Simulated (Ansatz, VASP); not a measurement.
## One calculation of CdS, two programs

The input INCAR:

```
SYSTEM = CdS
  ALGO = Normal
  EDIFF = 1E-6
  ENCUT = 500
  GGA = PS
  GGA_COMPAT = .False.
  ISIF = 2
  ISMEAR = 0
  LASPH = .True.
  LCHARG = .False.
  LREAL = .False.
  LWAVE = .False.
  NBANDS = 16
  NELM = 120
  PREC = Accurate
  SIGMA = 0.01
```

The input KPOINTS:

```
k-points
0
Gamma
  8 8 8
  0 0 0
```

The input POSCAR:

```
CdS
1.0
    0.0000000000      2.7532440000      2.7532440000
    2.7532440000      0.0000000000      2.7532440000
    2.7532440000      2.7532440000      0.0000000000
Cd S
1 1
Direct
    0.0000000000      0.0000000000      0.0000000000
    0.5000000000      0.5000000000      0.5000000000
```

Input for Ansatz:

```yaml
crystal:
  lattice:
    - [0.0, 2.753244, 2.753244]
    - [2.753244, 0.0, 2.753244]
    - [2.753244, 2.753244, 0.0]
  atoms:
    - { symbol: Cd, position: [0.0, 0.0, 0.0] }
    - { symbol: S, position: [0.5, 0.5, 0.5] }
kpoints:
  mp_grid:
    grid: [8, 8, 8]
hamiltonian:
  xc: pbesol
scf:
  occupations:
    method: fixed
output:
  optics:
    de: 0.05
    nscf_kmesh:
      grid: [8, 8, 8]
    bands:
      spectra_wanted_up_to: 6.0
```

Alike in both runs: task single point; functional PBEsol; k mesh 8 × 8 × 8; no spin polarisation.

|  | VASP | Ansatz |
| --- | --- | --- |
| version | VASP 6.6.1 | Ansatz 0.2.0 |
| potentials or method | VASP PAW PBE potentials, release 64 (Cd, S) | plane waves, PAW |
| plane-wave cutoff (eV) | 500 | 420 |
| occupations | gaussian, width 0.01 eV | fixed |
| valence electrons in the cell | 18 | 26 |

VASP gave:

| Quantity | Value |
| --- | --- |
| gap on the k mesh at the Fermi level (eV) | 0.13 |

Problem. Which values does Ansatz return?

Solution. gap on the k mesh at the Fermi level (eV): 0.14.

VASP's potentials were made for PBE, not for PBEsol. VASP's potentials hold 18 valence electrons a cell and Ansatz's 26, so a difference there can come from the potentials and not from the codes.
